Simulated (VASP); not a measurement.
Input of a VASP 6.6.1 run:

INCAR

```
SYSTEM = Si7Ni5
PREC = Accurate ; ENCUT = 520
EDIFF = 1E-6 ; ISMEAR = 1
SIGMA = 0.1 ; LREAL = .False.
LASPH = .True. ; NELM = 100
ALGO = Normal ; ISIF = 2
LWAVE = .False. ; LCHARG = .True.
GGA = PE ; LELF = .True.
LVHAR = .True. ; NBANDS = 51
```

Contents of KPOINTS:

```
regular mesh
0
Gamma
  8 8 8
  0 0 0
```

POSCAR

```
Si7Ni5
1.0
    5.4054924500      0.0000000000      0.0000000000
    0.0000000000      5.4054924500      0.0000000000
    0.0000000000      0.0000000000      5.4054924500
Ni Si
5 7
Direct
   -0.0075074931     -0.0075074931     -0.0075074931
   -0.0075074931      0.5075074931      0.5075074931
    0.5075074931     -0.0075074931      0.5075074931
    0.5075074931      0.5075074931     -0.0075074931
    0.2500000000      0.2500000000      0.2500000000
    0.7500000000      0.7500000000      0.7500000000
    0.2500000000      0.7500000000      0.7500000000
    0.7500000000      0.2500000000      0.2500000000
    0.7500000000      0.2500000000      0.7500000000
    0.2500000000      0.7500000000      0.2500000000
    0.7500000000      0.7500000000      0.2500000000
    0.2500000000      0.2500000000      0.7500000000
```

Potentials or basis: VASP PAW PBE potentials, release 64 (Ni, Si).

Run with:

```console
$ cat potpaw_PBE.64/Ni/POTCAR potpaw_PBE.64/Si/POTCAR > POTCAR
$ mpirun -np 1 vasp_std > vasp.out
```

Question: What does it give for the pressure?

Answer: 0.0 GPa.

Question: Predict the largest force.

Answer: 0.004 eV/Å.

Forces in eV/Å, atoms in the order of the input:
```
Ni   0.002  0.002  0.002
Ni   0.002 -0.002 -0.002
Ni  -0.002  0.002 -0.002
Ni  -0.002 -0.002  0.002
Ni   0.000  0.000  0.000
Si   0.000  0.000  0.000
Si   0.000  0.000  0.000
Si   0.000  0.000  0.000
Si   0.000  0.000  0.000
Si   0.000  0.000  0.000
Si   0.000  0.000  0.000
Si   0.000  0.000  0.000
```

Spin polarisation is off, so any magnetic state and its effect on volume and gap are missing.
